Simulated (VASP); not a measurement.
# SiO2 (P2_13) in VASP: a series of runs

SiO2 is run at these levels: r2SCAN; tasks: single point.

All numbers are computed with VASP 6.6.1; they aren't measurements. Logs are shortened: lines on timing, memory, paths and dates and some standing lists are left out, and cuts for length are marked.

## Step 1: The cell of the first run

Symmetry: P2_13, No. 198, cubic system. The conventional cell has a = 7.098 Å, b = 7.098 Å, c = 7.098 Å, α = 90.00°, β = 90.00°, γ = 90.00°. Within 2.1 Å of Si (site symmetry 3) lie 4 O at 1.60 to 1.61 Å. Si (site symmetry 3) has 4 O at 1.60 to 1.61 Å within 2.1 Å. O (site symmetry 3) has 2 Si at 1.60 Å within 2.1 Å. O (site symmetry 1) has 2 Si at 1.61 Å within 2.1 Å.

## Step 2: Single point, r2SCAN

File POSCAR:

```
SiO2
1.0
    7.0979374812      0.0000000000      0.0000000000
    0.0000000000      7.0979374812      0.0000000000
    0.0000000000      0.0000000000      7.0979374812
Si O
8 16
Direct
    0.2819939628      0.2819939628      0.2819939628
    0.2180060372      0.7180060372      0.7819939628
    0.7819939628      0.2180060372      0.7180060372
    0.7180060372      0.7819939628      0.2180060372
    1.0212741033      1.0212741033      1.0212741033
    0.4787258967     -0.0212741033      0.5212741033
    0.5212741033      0.4787258967     -0.0212741033
   -0.0212741033      0.5212741033      0.4787258967
    0.1515005950      0.1515005950      0.1515005950
    0.3484994050      0.8484994050      0.6515005950
    0.6515005950      0.3484994050      0.8484994050
    0.8484994050      0.6515005950      0.3484994050
    0.6392487434      0.6624795215      0.0417028029
    0.8607512566      0.3375204785      0.5417028029
    0.1392487434      0.8375204785      0.9582971971
    0.3607512566      0.1624795215      0.4582971971
    0.0417028029      0.6392487434      0.6624795215
    0.5417028029      0.8607512566      0.3375204785
    0.9582971971      0.1392487434      0.8375204785
    0.4582971971      0.3607512566      0.1624795215
    0.6624795215      0.0417028029      0.6392487434
    0.3375204785      0.5417028029      0.8607512566
    0.8375204785      0.9582971971      0.1392487434
    0.1624795215      0.4582971971      0.3607512566
```

File INCAR.step1:

```
PREC     = Accurate       # precision mode
ENCUT    = 520            # plane-wave cutoff, eV
ISMEAR   = 0              # smearing method
SIGMA    = 0.02           # smearing width, eV
LREAL    = Auto         
LASPH    = T              # aspherical terms in the spheres
NELM     = 100            # most SCF steps
NBANDS   = 82             # bands
GGA      = PE             # functional
ALGO     = Normal         # electronic algorithm
EDIFF    = 1E-4           # SCF threshold, eV
LWAVE    = T              # write WAVECAR
LCHARG   = F              # write CHGCAR
```

File INCAR.step2:

```
PREC     = Accurate       # precision mode
ENCUT    = 520            # plane-wave cutoff, eV
EDIFF    = 1E-6           # SCF threshold, eV
ISMEAR   = 0              # smearing method
SIGMA    = 0.02           # smearing width, eV
LREAL    = Auto         
LASPH    = T              # aspherical terms in the spheres
NELM     = 100            # most SCF steps
ALGO     = Normal         # electronic algorithm
ISIF     = 2              # what is computed and relaxed
LWAVE    = F              # write WAVECAR
LCHARG   = F              # write CHGCAR
METAGGA  = R2SCAN         # meta-GGA
LMIXTAU  = T            
NBANDS   = 82             # bands
ISTART   = 1
```

File KPOINTS:

```
Automatic mesh
0
Gamma
  4 4 4
```

Potentials or basis: VASP PAW PBE potentials, release 64 (Si, O).

On the command line:

```
> cat potpaw_PBE.64/Si/POTCAR potpaw_PBE.64/O/POTCAR > POTCAR
> cp INCAR.step1 INCAR
> mpirun -np 1 vasp_std > vasp.out
> cp INCAR.step2 INCAR
> mpirun -np 1 vasp_std > vasp.out
```

OUTCAR:

```text
PREC = Accurate
   ENCUT = 520
   EDIFF = 1E-6
   ISMEAR = 0
   LREAL = Auto
   LASPH = T
   NELM = 100
   ISIF = 2
   METAGGA = R2SCAN
   ISTART = 1

 ion  position               nearest neighbor table
   1  0.282  0.282  0.282-   9 1.60  16 1.61  20 1.61  24 1.61   7 3.08   8 3.08   6 3.08
   2  0.218  0.718  0.782-  10 1.60  15 1.61  17 1.61  22 1.61   7 3.08   8 3.08   5 3.08
   3  0.782  0.218  0.718-  11 1.60  14 1.61  19 1.61  21 1.61   6 3.08   8 3.08   5 3.08
   4  0.718  0.782  0.218-  12 1.60  13 1.61  18 1.61  23 1.61   6 3.08   7 3.08   5 3.08
   5  0.021  0.021  0.021-   9 1.60  15 1.61  19 1.61  23 1.61   3 3.08   4 3.08   2 3.08
   6  0.479  0.979  0.521-  10 1.60  16 1.61  18 1.61  21 1.61   3 3.08   4 3.08   1 3.08
   7  0.521  0.479  0.979-  11 1.60  13 1.61  20 1.61  22 1.61   2 3.08   4 3.08   1 3.08
   8  0.979  0.521  0.479-  12 1.60  14 1.61  17 1.61  24 1.61   2 3.08   3 3.08   1 3.08
   9  0.152  0.152  0.152-   5 1.60   1 1.60
  10  0.348  0.848  0.652-   6 1.60   2 1.60
  11  0.652  0.348  0.848-   7 1.60   3 1.60
  12  0.848  0.652  0.348-   8 1.60   4 1.60
  13  0.639  0.662  0.042-   4 1.61   7 1.61
  14  0.861  0.338  0.542-   3 1.61   8 1.61
[... 8 lines left out ...]
  23  0.838  0.958  0.139-   4 1.61   5 1.61
  24  0.162  0.458  0.361-   1 1.61   8 1.61

  LATTYP: Found a simple cubic cell.
 ALAT       =     7.0979374812

  Lattice vectors:

 A1 = (   7.0979374812,   0.0000000000,   0.0000000000)
 A2 = (   0.0000000000,   7.0979374812,   0.0000000000)
 A3 = (   0.0000000000,   0.0000000000,   7.0979374812)

Analysis of symmetry for initial positions (statically):
=====================================================================
 Subroutine PRICEL returns:
 Original cell was already a primitive cell.

 Routine SETGRP: Setting up the symmetry group for a
 simple cubic supercell.

 Subroutine GETGRP returns: Found 12 space group operations
 (whereof  3 operations were pure point group operations)
 out of a pool of 48 trial point group operations.

The static configuration has the point symmetry C_3 .
 The point group associated with its full space group is T   .

Analysis of symmetry for dynamics (positions and initial velocities):
=====================================================================
 Subroutine PRICEL returns:
 Original cell was already a primitive cell.

 Routine SETGRP: Setting up the symmetry group for a
 simple cubic supercell.

 Subroutine GETGRP returns: Found 12 space group operations
 (whereof  3 operations were pure point group operations)
 out of a pool of 48 trial point group operations.

The dynamic configuration has the point symmetry C_3 .
 The point group associated with its full space group is T   .

 Subroutine INISYM returns: Found 12 space group operations
 (whereof  3 operations are pure point group operations),
 and found     1 'primitive' translations

----------------------------------------------------------------------------------------

                                     Primitive cell

  volume of cell :     357.5992

  direct lattice vectors                    reciprocal lattice vectors
     7.097937481  0.000000000  0.000000000     0.140885997  0.000000000  0.000000000
     0.000000000  7.097937481  0.000000000     0.000000000  0.140885997  0.000000000
     0.000000000  0.000000000  7.097937481     0.000000000  0.000000000  0.140885997

  length of vectors
     7.097937481  7.097937481  7.097937481     0.140885997  0.140885997  0.140885997

  position of ions in fractional coordinates (direct lattice)
     0.281993963  0.281993963  0.281993963
     0.218006037  0.718006037  0.781993963
     0.781993963  0.218006037  0.718006037
     0.718006037  0.781993963  0.218006037
     0.021274103  0.021274103  0.021274103
     0.478725897  0.978725897  0.521274103
[... 16 lines left out ...]
     0.837520478  0.958297197  0.139248743
     0.162479522  0.458297197  0.360751257

  ion indices of the primitive-cell ions
   primitive index   ion index
                 1           1
                 2           2
                 3           3
                 4           4
                 5           5
                 6           6
[... 16 lines left out ...]
                23          23
                24          24

----------------------------------------------------------------------------------------

 KPOINTS: Automatic mesh

Automatic generation of k-mesh.
 Grid dimensions read from file:
 generate k-points for:    4    4    4

 Generating k-lattice:

  Cartesian coordinates                     Fractional coordinates (reciprocal lattice)
     0.035221499  0.000000000  0.000000000     0.250000000  0.000000000  0.000000000
     0.000000000  0.035221499  0.000000000     0.000000000  0.250000000  0.000000000
     0.000000000  0.000000000  0.035221499     0.000000000  0.000000000  0.250000000

  Length of vectors
     0.035221499  0.035221499  0.035221499

  Shift w.r.t. Gamma in fractional coordinates (k-lattice)
     0.000000000  0.000000000  0.000000000

 Subroutine IBZKPT returns following result:
 ===========================================

 Found     11 irreducible k-points:

 Following reciprocal coordinates:
            Coordinates               Weight
  0.000000  0.000000  0.000000      1.000000
  0.250000  0.000000  0.000000      6.000000
  0.500000  0.000000  0.000000      3.000000
  0.250000  0.250000  0.000000     12.000000
  0.500000  0.250000  0.000000      6.000000
 -0.250000  0.500000  0.000000      6.000000
  0.500000  0.500000  0.000000      3.000000
  0.250000  0.250000  0.250000      8.000000
  0.500000  0.250000  0.250000     12.000000
  0.500000  0.500000  0.250000      6.000000
  0.500000  0.500000  0.500000      1.000000
   k-points           NKPTS =     11   k-points in BZ     NKDIM =     11   number of bands    NBANDS=     82
   number of dos      NEDOS =    301   number of ions     NIONS =     24
   total plane-waves  NPLWV = 157464
   dimension x,y,z NGX =    54 NGY =   54 NGZ =   54
   dimension x,y,z NGXF=   108 NGYF=  108 NGZF=  108
   ions per type =               8  16
   NGX,Y,Z   is equivalent  to a cutoff of  12.65, 12.65, 12.65 a.u.
   NGXF,Y,Z  is equivalent  to a cutoff of  25.30, 25.30, 25.30 a.u.
 SYSTEM =  unknown system
   PREC   = accura    normal or accurate (medium, high low for compatibility)
   ISTART =      1    job   : 0-new  1-cont  2-samecut
   ICHARG =      0    charge: 1-file 2-atom 10-const
   ISPIN  =      1    spin polarized calculation?
   LNONCOLLINEAR =      F non collinear calculations
   LSORBIT =      F    spin-orbit coupling
   LASPH  =      T    aspherical Exc in radial PAW
   ENCUT  =  520.0 eV  38.22 Ry    6.18 a.u.  13.20 13.20 13.20*2*pi/ulx,y,z
   NELM   =    100;   NELMIN=  2; NELMDL=  0     # of ELM steps
   EDIFF  = 0.1E-05   stopping-criterion for ELM
   LREAL  =      T    real-space projection
   EDIFFG = 0.1E-04   stopping-criterion for IOM
   NSW    =      0    number of steps for IOM
   IBRION =     -1    ionic relax: 0-MD 1-quasi-New 2-CG
   NFREE  =      0    steps in history (QN), initial steepest desc. (CG)
   ISIF   =      2    stress and relaxation
   ISYM   =      2    0-nonsym 1-usesym 2-fastsym
   POTIM  = 0.5000    time-step for ionic-motion
   TEBEG  =    0.0;   TEEND  =   0.0 temperature during run
   PSTRESS=    0.0 pullay stress
   NELECT =     128.0000    total number of electrons
   NUPDOWN=      -1.0000    fix difference up-down
   EMIN   =  10.00;   EMAX   =-10.00  energy-range for DOS
   EFERMI =   0.00;   METHOD = LEGACY
   ISMEAR =     0;   SIGMA  =   0.02  broadening in eV -4-tet -1-fermi 0-gaus
   EFERMI_NEDOS =   21; number of points for ismear=-14 and -15
   IALGO  =     38    algorithm
   IMIX   =      4    mixing-type and parameters
     AMIX     =   0.40;   BMIX     =  1.00
     AMIX_MAG =   1.60;   BMIX_MAG =  1.00
  volume/ion in A,a.u.               =      14.90       100.55
  Fermi-wavevector in a.u.,A,eV,Ry     =   1.162374  2.196569 18.383021  1.351114
  Thomas-Fermi vector in A             =   2.298936
   LORBIT       =      0    0 simple, 1 ext, 2 COOP (PROOUT), +10 PAW based schemes
   METAGGA = R2SCAN    functional components
   LHFCALC =     F    Hartree Fock is set to
   AEXX    =    0.0000 exact exchange contribution
   IVDW    =     0    specifies the selected vdW correction
   LEPSILON=     F    determine dielectric tensor
   LRPA    =     F    only Hartree local field effects (RPA)
 non-spin polarized calculation
 Gauss-broadening in eV      SIGMA  =   0.02
  energy-cutoff  :      520.00
  volume of cell :      357.60
 maximum number of plane-waves:      9771
 NGX is ok and might be reduce to    54
   NGX = 27   NGY = 27   NGZ = 27

 number of electron     128.0000014 magnetization

 Free energy of the ion-electron system (eV)
  ---------------------------------------------------
  ext. energy  EPLUGINS =         0.00000000
  ---------------------------------------------------
  free energy    TOTEN  =      -238.26030349 eV

  energy without entropy =     -238.26030349  energy(sigma->0) =     -238.26030349

 E-fermi :  -0.5716     XC(G=0):  -8.6166

 val. band max:       -0.7094055480   @ k =   0.5000   0.5000   0.5000
 cond. band min:       5.6933288417   @ k =   0.0000   0.0000   0.0000
 fundamental gap:      6.4027343897
 Fermi energy:        -0.5716172929

 k-point     1 :       0.0000    0.0000    0.0000
  band No.  band energies     occupation
      1     -21.0121      2.00000
      2     -20.1153      2.00000
      3     -20.1153      2.00000
      4     -20.1153      2.00000
      5     -20.0970      2.00000
      6     -20.0970      2.00000
[... 68 lines left out ...]
     75       9.8766      0.00000
     76      10.5496      0.00000

 k-point     2 :       0.2500    0.0000    0.0000
  band No.  band energies     occupation
      1     -20.9484      2.00000
      2     -20.4731      2.00000
      3     -20.1128      2.00000
      4     -20.1069      2.00000
      5     -20.1041      2.00000
      6     -20.0984      2.00000
[... 703 lines left out ...]
 k-point    11 :       0.5000    0.5000    0.5000
  band No.  band energies     occupation
      1     -20.5713      2.00000
      2     -20.5713      2.00000
      3     -20.5713      2.00000
      4     -20.5713      2.00000
      5     -19.6040      2.00000
      6     -19.6040      2.00000
[... 68 lines left out ...]
     75       9.3916      0.00000
     76       9.3916      0.00000
 [bands above 76 left out]

------------------------ aborting loop because EDIFF is reached ----------------------------------------

  FORCE on cell =-STRESS in cart. coord.  units (eV):
  Direction    XX          YY          ZZ          XY          YZ          ZX
  --------------------------------------------------------------------------------------
  -------------------------------------------------------------------------------------
  Total        0.3859114      0.3859114      0.3859114      0.0000000      0.0000000     -0.0000000
  in kB        1.7290266      1.7290266      1.7290266      0.0000000      0.0000000     -0.0000000
  external PRESSURE =       1.7290266 kB  Pullay stress =       0.0000000 kB

 VOLUME and BASIS-vectors are now :
 -----------------------------------------------------------------------------
  energy-cutoff  :      520.00
  volume of cell :      357.60
      direct lattice vectors                 reciprocal lattice vectors
     7.097937481  0.000000000  0.000000000     0.140885997  0.000000000  0.000000000
     0.000000000  7.097937481  0.000000000     0.000000000  0.140885997  0.000000000
     0.000000000  0.000000000  7.097937481     0.000000000  0.000000000  0.140885997

 POSITION                                       TOTAL-FORCE (eV/Angst)
 -----------------------------------------------------------------------------------
      2.00158      2.00158      2.00158         0.006008      0.006008      0.006008
      1.54739      5.09636      5.55054        -0.006008     -0.006008      0.006008
      5.55054      1.54739      5.09636         0.006008     -0.006008     -0.006008
      5.09636      5.55054      1.54739        -0.006008      0.006008     -0.006008
      0.15100      0.15100      0.15100         0.022957      0.022957      0.022957
      3.39797      6.94694      3.69997        -0.022957     -0.022957      0.022957
[... 16 lines left out ...]
      5.94467      6.80193      0.98838         0.000945      0.006366     -0.001299
      1.15327      3.25296      2.56059        -0.000945      0.006366      0.001299
 -----------------------------------------------------------------------------------
    total drift:                                0.000000      0.000000     -0.000000

  FREE ENERGIE OF THE ION-ELECTRON SYSTEM (eV)
  ---------------------------------------------------
  free  energy   TOTEN  =      -238.2603034921 eV

  energy  without entropy=     -238.2603034921  energy(sigma->0) =     -238.26030349
```

It took 13 min on 1 thread of Intel Xeon 6975P-C (Granite Rapids), shared host; peak memory 0.53 GiB.

What came out:

```yaml
Free_energy: -238.2603 eV
Pressure: 0.2 GPa
Largest_force: 0.040 eV/Å
Band_gap_on_the_k_mesh: 6.40 eV, indirect (least direct gap 6.41 eV)
```

Forces in eV/Å, atoms in the order of the input:
```
Si   0.006  0.006  0.006
Si  -0.006 -0.006  0.006
Si   0.006 -0.006 -0.006
Si  -0.006  0.006 -0.006
Si   0.023  0.023  0.023
Si  -0.023 -0.023  0.023
Si   0.023 -0.023 -0.023
Si  -0.023  0.023 -0.023
O    0.000  0.000  0.000
O    0.000  0.000  0.000
O    0.000  0.000  0.000
O    0.000  0.000  0.000
O   -0.001 -0.001 -0.006
O    0.001  0.001 -0.006
O   -0.001  0.001  0.006
O    0.001 -0.001  0.006
O   -0.006 -0.001 -0.001
O   -0.006  0.001  0.001
O    0.006 -0.001  0.001
O    0.006  0.001 -0.001
O   -0.001 -0.006 -0.001
O    0.001 -0.006  0.001
O    0.001  0.006 -0.001
O   -0.001  0.006  0.001
```

Caveat: the PAW data sets were made with another functional, which shifts forces and pressure a little. A k mesh can miss the band edges.

## Step 3: Single point, r2SCAN

POSCAR is that of step 2.

File INCAR.step1:

```
SYSTEM = SiO2
  PREC = Accurate
  ENCUT = 520
  ISMEAR = 0
  SIGMA = 0.02
  LREAL = Auto
  LASPH = .TRUE.
  NELM = 100
  NBANDS = 82
  GGA = PE
  ALGO = Normal
  EDIFF = 1E-4
  LWAVE = .TRUE.
  LCHARG = .FALSE.
```

File INCAR.step2:

```
SYSTEM = SiO2
  PREC = Accurate
  ENCUT = 520
  EDIFF = 1E-7
  ISMEAR = 0
  SIGMA = 0.02
  LREAL = Auto
  LASPH = .TRUE.
  NELM = 100
  ALGO = Normal
  ISIF = 2
  LWAVE = .FALSE.
  LCHARG = .FALSE.
  METAGGA = R2SCAN
  LMIXTAU = .TRUE.
  NBANDS = 82
  ISTART = 1
```

File KPOINTS:

```
Automatic mesh
0
G
  4 4 4
  0 0 0
```

Potentials or basis: VASP PAW PBE potentials, release 64 (Si, O).

On the command line:

```
> cat potpaw_PBE.64/Si/POTCAR potpaw_PBE.64/O/POTCAR > POTCAR
> cp INCAR.step1 INCAR
> mpirun -np 1 vasp_std > vasp.out
> cp INCAR.step2 INCAR
> mpirun -np 1 vasp_std > vasp.out
```

Run time: 25 min. Hardware: 1 thread of Intel Xeon 6975P-C, shared host; peak memory 0.54 GiB.

Results (log left out):

| Quantity | Value |
| --- | --- |
| Free energy | -238.2603 eV |
| Pressure | 0.2 GPa |
| Largest force | 0.040 eV/Å |
| Band gap on the k mesh | 6.40 eV, indirect (least direct gap 6.41 eV) |

Forces on the atoms (eV/Å):
```
Si   0.006  0.006  0.006
Si  -0.006 -0.006  0.006
Si   0.006 -0.006 -0.006
Si  -0.006  0.006 -0.006
Si   0.023  0.023  0.023
Si  -0.023 -0.023  0.023
Si   0.023 -0.023 -0.023
Si  -0.023  0.023 -0.023
O    0.000  0.000  0.000
O    0.000  0.000  0.000
O    0.000  0.000  0.000
O    0.000  0.000  0.000
O   -0.001 -0.001 -0.006
O    0.001  0.001 -0.006
O   -0.001  0.001  0.006
O    0.001 -0.001  0.006
O   -0.006 -0.001 -0.001
O   -0.006  0.001  0.001
O    0.006 -0.001  0.001
O    0.006  0.001 -0.001
O   -0.001 -0.006 -0.001
O    0.001 -0.006  0.001
O    0.001  0.006 -0.001
O   -0.001  0.006  0.001
```

Levels at points of the mesh, in eV from the valence-band top:
| k point | band 62 | band 63 | band 64 | band 65 | band 66 | band 67 |
| --- | --- | --- | --- | --- | --- | --- |
| (0.00, 0.00, 0.00) | -0.01 | -0.01 | -0.01 | 6.40 | 9.48 | 9.48 |
| (0.50, 0.00, 0.00) | -0.25 | -0.24 | -0.24 | 7.58 | 7.58 | 9.76 |
| (0.50, 0.50, 0.00) | -0.23 | -0.13 | -0.13 | 8.43 | 8.43 | 8.51 |
| (0.50, 0.50, 0.50) | 0.00 | 0.00 | 0.00 | 8.92 | 8.92 | 8.92 |

Caveat: the PAW data sets were made with another functional, which shifts forces and pressure a little.
